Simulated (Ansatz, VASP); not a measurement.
CdS in VASP and in Ansatz

File POSCAR:

```
CdS
1.0
    3.8594556000      0.0000000000      0.0000000000
    0.0000000000      5.4563751000      0.0000000000
    0.0000000000      0.0000000000      3.9772472197
Cd S
2 2
Direct
    0.5000000000      0.5000000000      0.2430300000
    0.0000000000      0.0000000000      0.7569700000
    0.5000000000      0.0000000000      0.2551600000
    0.0000000000      0.5000000000      0.7448400000
```

The input INCAR.step1:

```
SYSTEM = CdS
  ALGO = Normal
  EDIFF = 1E-4
  ENCUT = 520
  GGA = PE
  ISMEAR = -1
  LASPH = .TRUE.
  LCHARG = .FALSE.
  LREAL = .FALSE.
  LWAVE = .TRUE.
  NBANDS = 26
  NELM = 60
  PREC = Accurate
  SIGMA = 0.02
```

File INCAR.step2:

```
SYSTEM = CdS
  ALGO = Normal
  EDIFF = 1E-6
  ENCUT = 520
  ISIF = 2
  ISMEAR = -1
  ISTART = 1
  LASPH = .TRUE.
  LCHARG = .FALSE.
  LMIXTAU = .TRUE.
  LREAL = .FALSE.
  LWAVE = .FALSE.
  METAGGA = R2SCAN
  NBANDS = 26
  NELM = 60
  PREC = Accurate
  SIGMA = 0.02
```

Contents of KPOINTS:

```
k-points
0
G
  6 4 6
  0 0 0
```

Input for Ansatz:

```yaml
crystal:
  lattice:
    - [3.8594556, 0.0, 0.0]
    - [0.0, 5.4563751, 0.0]
    - [0.0, 0.0, 3.9772472196714617]
  atoms:
    - { symbol: Cd, position: [0.5, 0.5, 0.24303] }
    - { symbol: Cd, position: [0.0, 0.0, 0.75697] }
    - { symbol: S, position: [0.5, 0.0, 0.25516] }
    - { symbol: S, position: [0.0, 0.5, 0.74484] }
basis:
  ecutwfc: 520.0
kpoints:
  mp_grid:
    grid: [6, 4, 6]
hamiltonian:
  xc: r2scan
scf:
  occupations:
    method: fermi_dirac
    width: 0.02
output:
  stress: true
```

Alike in both runs: task single point; functional r2SCAN; k mesh 6 × 4 × 6; occupations fermi-dirac, width 0.02 eV; no spin polarisation.

```csv
,VASP,Ansatz
version,VASP 6.6.1,Ansatz 0.2.0
potentials or method,"VASP PAW PBE potentials, release 64 (Cd, S), cutoff 520 eV","plane waves, PAW"
valence electrons in the cell,36,52
```

```csv
,VASP,Ansatz,Ansatz less VASP
pressure (GPa),-2.0,-2.4,-0.41
"traceless stress, the component that is largest in VASP (GPa)",-1.39,-1.38,+0.006
```

VASP's potentials were made for PBE, not for r2SCAN. VASP's potentials hold 36 valence electrons a cell and Ansatz's 52, so a difference there can come from the potentials and not from the codes.
